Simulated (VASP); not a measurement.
The system is CoO.

```
Co O
1.0
     1.51544    0.87494    2.45609
    -1.51544    0.87494    2.45609
     0.00000   -1.74988    2.45609
Co O
1 1
Direct
  0.00000 0.00000 0.00000
  0.50000 0.50000 0.50000
```

Base run:

```yaml
Program: VASP 6.6.1
Functional: r2SCAN
Potentials_or_basis: VASP PAW PBE potentials, release 64 (Co, O)
Cutoff: 520 eV
k_mesh: 11 × 11 × 11
Occupations: fermi-dirac, width 0.05 eV
Spin: collinear spin, ferromagnetic start
Starting_moments: "[2.0, 0.0] μB"
```

Its results: pressure -7.6 GPa; net moment 3.00 μB per cell; site moments Co +2.69; O +0.29 μB.

Problem. The run is repeated on the same cell with these changes: functional from r2SCAN to PBE. What comes out?

Solution. Pressure -3.8 GPa; net moment 2.92 μB per cell; site moments Co +2.57; O +0.30 μB.

Caveats: a cell with one magnetic atom can't hold antiferromagnetic order, which such compounds often take; the PAW data sets were made with another functional, which shifts forces and pressure a little (some runs).
